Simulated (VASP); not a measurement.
Input of a VASP 6.6.1 run:

File INCAR:

```
SYSTEM = MoS2
PREC = Accurate
ENCUT = 520
EDIFF = 1E-6
ISMEAR = 1
SIGMA = 0.15
LREAL = .False.
LASPH = .True.
NELM = 100
ALGO = Normal
ISIF = 2
LWAVE = .False.
LCHARG = .True.
GGA = PS
LELF = .True.
LVHAR = .True.
NBANDS = 35
```

Contents of KPOINTS:

```
regular mesh
0
Gamma
  12 12 2
  0 0 0
```

File POSCAR:

```
MoS2
1.0
    3.0474000000      0.0000000000      0.0000000000
   -1.5237000000      2.6391258155      0.0000000000
    0.0000000000      0.0000000000     12.4446000000
Mo S
2 4
Direct
    0.3333333333      0.6666666667      0.2500000000
    0.6666666667      0.3333333333      0.7500000000
    0.3333333333      0.6666666667      0.6259932117
    0.6666666667      0.3333333333      0.1259932117
    0.3333333333      0.6666666667      0.8740067883
    0.6666666667      0.3333333333      0.3740067883
```

Potentials or basis: VASP PAW PBE potentials, release 64 (Mo_sv, S).

Command:

```sh
$ cat potpaw_PBE.64/Mo_sv/POTCAR potpaw_PBE.64/S/POTCAR > POTCAR
$ mpirun -np 1 vasp_std > vasp.out
```

(1) Estimate the largest force.

(2) What does it give for the band gap on the k mesh?

(3) Estimate the pressure.

## Answers

(1) 1.042 eV/Å.

(2) 1.04 eV (least direct gap 2.04 eV).

(3) 12.5 GPa.

Caveat: the cell stands under pressure; the PAW data sets were made with another functional, which shifts forces and pressure a little; this functional lacks dispersion, which binds layers or chains, so the pressure and a relaxed spacing across them are unreliable.
